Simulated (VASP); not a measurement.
# CsBr (Pm-3m) in VASP: single point with PBEsol

Aim: the single point of CsBr with PBEsol.

All numbers are computed with VASP 6.6.1; they aren't measurements. Logs are shortened: lines on timing, memory, paths and dates and some standing lists are left out, and cuts for length are marked.

## (1) The cell of the first run

The structure is cubic, space group Pm-3m (No. 221). The conventional cell has a = 4.240 Å, b = 4.240 Å, c = 4.240 Å, α = 90.00°, β = 90.00°, γ = 90.00°. Within 4.8 Å of Cs (site symmetry m-3m) lie 8 Br at 3.67 Å and 6 Cs at 4.24 Å. Br (site symmetry m-3m) has 8 Cs at 3.67 Å and 6 Br at 4.24 Å within 4.8 Å.

## (2) Single point, PBEsol

INCAR

```
SYSTEM = CsBr
PREC = Accurate
ENCUT = 500
EDIFF = 1E-6
ISMEAR = -1
SIGMA = 0.08
LREAL = .False.
LASPH = .True.
NELM = 120
ALGO = Normal
ISIF = 2
LWAVE = .False.
LCHARG = .False.
GGA = PS
NBANDS = 15
GGA_COMPAT = .False.
```

KPOINTS

```
Automatic mesh
0
Gamma
  10 10 10
  0 0 0
```

POSCAR

```
CsBr
1.0
    4.2401722903      0.0000000000      0.0000000000
    0.0000000000      4.2401722903      0.0000000000
    0.0000000000      0.0000000000      4.2401722903
Cs Br
1 1
Direct
    0.0000000000      0.0000000000      0.0000000000
    0.5000000000      0.5000000000      0.5000000000
```

Potentials or basis: VASP PAW PBE potentials, release 64 (Cs_sv, Br).

Launch:

```sh
$ cat potpaw_PBE.64/Cs_sv/POTCAR potpaw_PBE.64/Br/POTCAR > POTCAR
$ mpirun -np 1 vasp_std > vasp.out
```

OUTCAR:

```text
SYSTEM = CsBr
   PREC = Accurate
   ENCUT = 500
   EDIFF = 1E-6
   ISMEAR = -1
   LREAL = .False.
   LASPH = .True.
   NELM = 120
   ISIF = 2
   GGA = PS

 ion  position               nearest neighbor table
   1  0.000  0.000  0.000-
   2  0.500  0.500  0.500-

  LATTYP: Found a simple cubic cell.
 ALAT       =     4.2401722903

  Lattice vectors:

 A1 = (   4.2401722903,   0.0000000000,   0.0000000000)
 A2 = (   0.0000000000,   4.2401722903,   0.0000000000)
 A3 = (   0.0000000000,   0.0000000000,   4.2401722903)

Analysis of symmetry for initial positions (statically):
=====================================================================
 Subroutine PRICEL returns:
 Original cell was already a primitive cell.

 Routine SETGRP: Setting up the symmetry group for a
 simple cubic supercell.

 Subroutine GETGRP returns: Found 48 space group operations
 (whereof 48 operations were pure point group operations)
 out of a pool of 48 trial point group operations.

The static configuration has the point symmetry O_h .

Analysis of symmetry for dynamics (positions and initial velocities):
=====================================================================
 Subroutine PRICEL returns:
 Original cell was already a primitive cell.

 Routine SETGRP: Setting up the symmetry group for a
 simple cubic supercell.

 Subroutine GETGRP returns: Found 48 space group operations
 (whereof 48 operations were pure point group operations)
 out of a pool of 48 trial point group operations.

The dynamic configuration has the point symmetry O_h .

 Subroutine INISYM returns: Found 48 space group operations
 (whereof 48 operations are pure point group operations),
 and found     1 'primitive' translations

----------------------------------------------------------------------------------------

                                     Primitive cell

  volume of cell :      76.2343

  direct lattice vectors                    reciprocal lattice vectors
     4.240172290  0.000000000  0.000000000     0.235839473  0.000000000  0.000000000
     0.000000000  4.240172290  0.000000000     0.000000000  0.235839473  0.000000000
     0.000000000  0.000000000  4.240172290     0.000000000  0.000000000  0.235839473

  length of vectors
     4.240172290  4.240172290  4.240172290     0.235839473  0.235839473  0.235839473

  position of ions in fractional coordinates (direct lattice)
     0.000000000  0.000000000  0.000000000
     0.500000000  0.500000000  0.500000000

  ion indices of the primitive-cell ions
   primitive index   ion index
                 1           1
                 2           2

----------------------------------------------------------------------------------------

 KPOINTS: Automatic mesh

Automatic generation of k-mesh.
 Grid dimensions read from file:
 generate k-points for:   10   10   10

 Generating k-lattice:

  Cartesian coordinates                     Fractional coordinates (reciprocal lattice)
     0.023583947  0.000000000  0.000000000     0.100000000  0.000000000  0.000000000
     0.000000000  0.023583947  0.000000000     0.000000000  0.100000000  0.000000000
     0.000000000  0.000000000  0.023583947     0.000000000  0.000000000  0.100000000

  Length of vectors
     0.023583947  0.023583947  0.023583947

  Shift w.r.t. Gamma in fractional coordinates (k-lattice)
     0.000000000  0.000000000  0.000000000

 Subroutine IBZKPT returns following result:
 ===========================================

 Found     56 irreducible k-points:

 Following reciprocal coordinates:
            Coordinates               Weight
  0.000000  0.000000  0.000000      1.000000
  0.100000  0.000000  0.000000      6.000000
  0.200000  0.000000  0.000000      6.000000
  0.300000  0.000000  0.000000      6.000000
  0.400000  0.000000  0.000000      6.000000
  0.500000  0.000000  0.000000      3.000000
[... 16 lines left out ...]
  0.200000  0.100000  0.100000     24.000000
  0.300000  0.100000  0.100000     24.000000
 [... further k-points ...]
   k-points           NKPTS =     56   k-points in BZ     NKDIM =     56   number of bands    NBANDS=     15
   number of dos      NEDOS =    301   number of ions     NIONS =      2
   total plane-waves  NPLWV =  32768
   dimension x,y,z NGX =    32 NGY =   32 NGZ =   32
   dimension x,y,z NGXF=    64 NGYF=   64 NGZF=   64
   ions per type =               1   1
   NGX,Y,Z   is equivalent  to a cutoff of  12.55, 12.55, 12.55 a.u.
   NGXF,Y,Z  is equivalent  to a cutoff of  25.09, 25.09, 25.09 a.u.
 SYSTEM =  CsBr
   PREC   = accura    normal or accurate (medium, high low for compatibility)
   ISTART =      0    job   : 0-new  1-cont  2-samecut
   ICHARG =      2    charge: 1-file 2-atom 10-const
   ISPIN  =      1    spin polarized calculation?
   LNONCOLLINEAR =      F non collinear calculations
   LSORBIT =      F    spin-orbit coupling
   LASPH  =      T    aspherical Exc in radial PAW
   ENCUT  =  500.0 eV  36.75 Ry    6.06 a.u.   7.73  7.73  7.73*2*pi/ulx,y,z
   NELM   =    120;   NELMIN=  2; NELMDL= -5     # of ELM steps
   EDIFF  = 0.1E-05   stopping-criterion for ELM
   LREAL  =      F    real-space projection
   EDIFFG = 0.1E-04   stopping-criterion for IOM
   NSW    =      0    number of steps for IOM
   IBRION =     -1    ionic relax: 0-MD 1-quasi-New 2-CG
   NFREE  =      0    steps in history (QN), initial steepest desc. (CG)
   ISIF   =      2    stress and relaxation
   ISYM   =      2    0-nonsym 1-usesym 2-fastsym
   POTIM  = 0.5000    time-step for ionic-motion
   TEBEG  =    0.0;   TEEND  =   0.0 temperature during run
   PSTRESS=    0.0 pullay stress
   NELECT =      16.0000    total number of electrons
   NUPDOWN=      -1.0000    fix difference up-down
   EMIN   =  10.00;   EMAX   =-10.00  energy-range for DOS
   EFERMI =   0.00;   METHOD = LEGACY
   ISMEAR =    -1;   SIGMA  =   0.08  broadening in eV -4-tet -1-fermi 0-gaus
   EFERMI_NEDOS =   21; number of points for ismear=-14 and -15
   IALGO  =     38    algorithm
   IMIX   =      4    mixing-type and parameters
     AMIX     =   0.40;   BMIX     =  1.00
     AMIX_MAG =   1.60;   BMIX_MAG =  1.00
  volume/ion in A,a.u.               =      38.12       257.23
  Fermi-wavevector in a.u.,A,eV,Ry     =   0.972892  1.838499 12.878172  0.946519
  Thomas-Fermi vector in A             =   2.103227
   LORBIT       =      0    0 simple, 1 ext, 2 COOP (PROOUT), +10 PAW based schemes
   GGA     = PS    functional components
   LHFCALC =     F    Hartree Fock is set to
   AEXX    =    0.0000 exact exchange contribution
   IVDW    =     0    specifies the selected vdW correction
   LEPSILON=     F    determine dielectric tensor
   LRPA    =     F    only Hartree local field effects (RPA)
 non-spin polarized calculation
  energy-cutoff  :      500.00
  volume of cell :       76.23
 maximum number of plane-waves:      1960
 NGX is ok and might be reduce to    32
   NGX = 15   NGY = 15   NGZ = 15

 number of electron      15.9999996 magnetization

 Free energy of the ion-electron system (eV)
  ---------------------------------------------------
  ext. energy  EPLUGINS =         0.00000000
  ---------------------------------------------------
  free energy    TOTEN  =        -6.34714257 eV

  energy without entropy =       -6.34714257  energy(sigma->0) =       -6.34714257

 E-fermi :   1.5603     XC(G=0):  -8.4255

 val. band max:       -0.2396644941   @ k =   0.0000   0.0000   0.0000
 cond. band min:       4.2026963743   @ k =   0.0000   0.0000   0.0000
 fundamental gap:      4.4423608684
 Fermi energy:         1.5603480317

 k-point     1 :       0.0000    0.0000    0.0000
  band No.  band energies     occupation
      1     -19.9580      2.00000
      2     -12.6733      2.00000
      3      -6.5192      2.00000
      4      -6.5192      2.00000
      5      -6.5192      2.00000
      6      -0.2397      2.00000
      7      -0.2397      2.00000
      8      -0.2397      2.00000
      9       4.2027      0.00000
     10       4.5112      0.00000
     11       4.5112      0.00000
     12       8.9573      0.00000
     13       8.9573      0.00000
     14       8.9573      0.00000
     15      11.9095      0.00000

 k-point     2 :       0.1000    0.0000    0.0000
  band No.  band energies     occupation
      1     -19.9520      2.00000
      2     -12.6754      2.00000
      3      -6.5647      2.00000
      4      -6.5077      2.00000
      5      -6.5077      2.00000
      6      -0.4258      2.00000
      7      -0.2625      2.00000
      8      -0.2625      2.00000
      9       4.4731      0.00000
     10       4.5791      0.00000
     11       4.7561      0.00000
     12       8.8870      0.00000
     13       8.8870      0.00000
     14       9.0129      0.00000
     15      11.1920      0.00000

 k-point     3 :       0.2000    0.0000    0.0000
  band No.  band energies     occupation
      1     -19.9363      2.00000
      2     -12.6815      2.00000
      3      -6.6774      2.00000
      4      -6.4770      2.00000
      5      -6.4770      2.00000
      6      -0.8444      2.00000
      7      -0.3232      2.00000
      8      -0.3232      2.00000
      9       4.7770      0.00000
     10       5.1539      0.00000
     11       5.4193      0.00000
     12       8.7555      0.00000
     13       8.7555      0.00000
     14       9.1716      0.00000
     15      10.0617      0.00000

 k-point     4 :       0.3000    0.0000    0.0000
  band No.  band energies     occupation
      1     -19.9167      2.00000
      2     -12.6900      2.00000
      3      -6.8051      2.00000
      4      -6.4383      2.00000
      5      -6.4383      2.00000
      6      -1.2750      2.00000
      7      -0.4003      2.00000
      8      -0.4003      2.00000
      9       5.0807      0.00000
     10       6.0106      0.00000
     11       6.3209      0.00000
     12       8.6827      0.00000
     13       8.6827      0.00000
     14       9.0311      0.00000
     15       9.4028      0.00000
[... 307 lines left out ...]
 k-point    22 :       0.1000    0.1000    0.1000
  band No.  band energies     occupation
      1     -19.9403      2.00000
      2     -12.6757      2.00000
      3      -6.5769      2.00000
      4      -6.5769      2.00000
      5      -6.4912      2.00000
      6      -0.6008      2.00000
      7      -0.3515      2.00000
      8      -0.3515      2.00000
      9       4.9083      0.00000
     10       4.9683      0.00000
     11       4.9683      0.00000
     12       8.5529      0.00000
     13       8.5529      0.00000
     14       9.3637      0.00000
     15      11.4254      0.00000

 k-point    23 :       0.2000    0.1000    0.1000
  band No.  band energies     occupation
      1     -19.9250      2.00000
      2     -12.6750      2.00000
      3      -6.6998      2.00000
      4      -6.5438      2.00000
      5      -6.4880      2.00000
      6      -0.8704      2.00000
      7      -0.4208      2.00000
      8      -0.4017      2.00000
      9       5.1415      0.00000
     10       5.4214      0.00000
     11       5.6151      0.00000
     12       8.3041      0.00000
     13       8.3413      0.00000
     14       9.3351      0.00000
     15      10.6903      0.00000

 k-point    24 :       0.3000    0.1000    0.1000
  band No.  band energies     occupation
      1     -19.9060      2.00000
      2     -12.6750      2.00000
      3      -6.8374      2.00000
      4      -6.5019      2.00000
      5      -6.4878      2.00000
      6      -1.1996      2.00000
      7      -0.5088      2.00000
      8      -0.4159      2.00000
      9       5.4016      0.00000
     10       6.0155      0.00000
     11       6.4797      0.00000
     12       8.1218      0.00000
     13       8.2853      0.00000
     14       9.0142      0.00000
     15       9.9479      0.00000

 [... further k-points ...]

------------------------ aborting loop because EDIFF is reached ----------------------------------------

  FORCE on cell =-STRESS in cart. coord.  units (eV):
  Direction    XX          YY          ZZ          XY          YZ          ZX
  --------------------------------------------------------------------------------------
  -------------------------------------------------------------------------------------
  Total        0.0390719      0.0390719      0.0390719     -0.0000000     -0.0000000      0.0000000
  in kB        0.8211547      0.8211547      0.8211547     -0.0000000     -0.0000000      0.0000000
  external PRESSURE =       0.8211547 kB  Pullay stress =       0.0000000 kB

 VOLUME and BASIS-vectors are now :
 -----------------------------------------------------------------------------
  energy-cutoff  :      500.00
  volume of cell :       76.23
      direct lattice vectors                 reciprocal lattice vectors
     4.240172290  0.000000000  0.000000000     0.235839473  0.000000000  0.000000000
     0.000000000  4.240172290  0.000000000     0.000000000  0.235839473  0.000000000
     0.000000000  0.000000000  4.240172290     0.000000000  0.000000000  0.235839473

 POSITION                                       TOTAL-FORCE (eV/Angst)
 -----------------------------------------------------------------------------------
      0.00000      0.00000      0.00000         0.000000      0.000000      0.000000
      2.12009      2.12009      2.12009         0.000000      0.000000      0.000000
 -----------------------------------------------------------------------------------
    total drift:                                0.000000      0.000000     -0.000000

  FREE ENERGIE OF THE ION-ELECTRON SYSTEM (eV)
  ---------------------------------------------------
  free  energy   TOTEN  =        -6.3471425740 eV

  energy  without entropy=       -6.3471425739  energy(sigma->0) =       -6.34714257
```

Wall time 44 s (1 thread of Intel Xeon 8259CL, shared host); peak memory 0.21 GiB.

What came out:

```yaml
Free_energy: -6.3471 eV
Pressure: 0.1 GPa
Band_gap_on_the_k_mesh: 4.44 eV
```

Caveat: the PAW data sets were made with another functional, which shifts forces and pressure a little; spin-orbit coupling is left out, which moves the levels of the heavy elements. A k mesh can miss the band edges.
